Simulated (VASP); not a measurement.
Runs of VASP 6.6.1 on Pd. The structure is that of space group P6_3/mmc (No. 194), or close to it. The cells are those of the table. This isn't the form of Pd at room conditions, which is fcc.

```csv
cell,k mesh,gap on the mesh (eV),pressure (GPa)
"a = 2.686, b = 2.686, c = 8.851 Å, angles 90.0, 90.0, 120.0°, 4 atoms",15 × 15 × 4,none,27.0
"a = 2.839, b = 2.839, c = 9.358 Å, angles 90.0, 90.0, 120.0°, 4 atoms",15 × 15 × 4,none,(a)
"a = 2.803, b = 2.803, c = 9.236 Å, angles 90.0, 90.0, 120.0°, 4 atoms",13 × 13 × 4,none,-0.2
"a = 2.803, b = 2.803, c = 9.236 Å, angles 90.0, 90.0, 120.0°, 4 atoms",15 × 15 × 4,none,-0.3
"a = 2.875, b = 2.875, c = 9.476 Å, angles 90.0, 90.0, 120.0°, 4 atoms",15 × 15 × 4,none,-9.5
"a = 2.726, b = 2.726, c = 8.983 Å, angles 90.0, 90.0, 120.0°, 4 atoms",15 × 15 × 4,none,15.5
"a = 2.765, b = 2.765, c = 9.111 Å, angles 90.0, 90.0, 120.0°, 4 atoms",15 × 15 × 4,none,(b)
```

Alike in all rows: task single point; level revPBE; potentials or basis VASP PAW PBE potentials, release 64 (Pd); no spin polarisation; cutoff (eV) 520; smearing fermi-dirac 0.1 eV.

Task: Fill in the values left out.

Result: (a) -5.5; (b) 6.6.

Caveats: the PAW data sets were made with another functional, which shifts forces and pressure a little; the cell stands under pressure (at least some runs); the cell stands under tension (at least some runs).

A k mesh can miss the band edges, and the runs leave out spin-orbit coupling on Pd.

A gap of «none» marks levels without a gap at the run's occupations.
